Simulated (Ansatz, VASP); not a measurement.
# Ge: VASP beside Ansatz

```
Ge
1.0
     1.39715   -2.60052    0.00000
     1.39715    2.60052    0.00000
     0.00000    0.00000    2.69823
Ge
1
Direct
  0.50000 0.50000 0.00000
```

Alike in both runs: functional PBEsol; k mesh 6 × 6 × 6; occupations fermi-dirac, width 0.05 eV; no spin polarisation.

|  | VASP | Ansatz |
| --- | --- | --- |
| version | VASP 6.6.1 | Ansatz 0.2.0 |
| potentials or method | VASP PAW PBE potentials, release 64 (Ge_d) | Ansatz PAW |
| plane-wave cutoff (eV) | 520 | 420 |
| valence electrons in the cell | 14 | 14 |
| task | single point | projected density of states |

|  | VASP | Ansatz | Ansatz less VASP |
| --- | --- | --- | --- |
| gap on the k mesh at the Fermi level (eV) | none | none | - |
| pressure (GPa) | -4.1 | -4.1 | +0.08 |
| traceless stress, the component that is largest in VASP (GPa) | 6.88 | 6.89 | +0.014 |

VASP's potentials were made for PBE, not for PBEsol. A gap of «none» marks a metal or a gap that the smearing closes.

The k mesh is coarse, so the values compare programs but aren't converged.
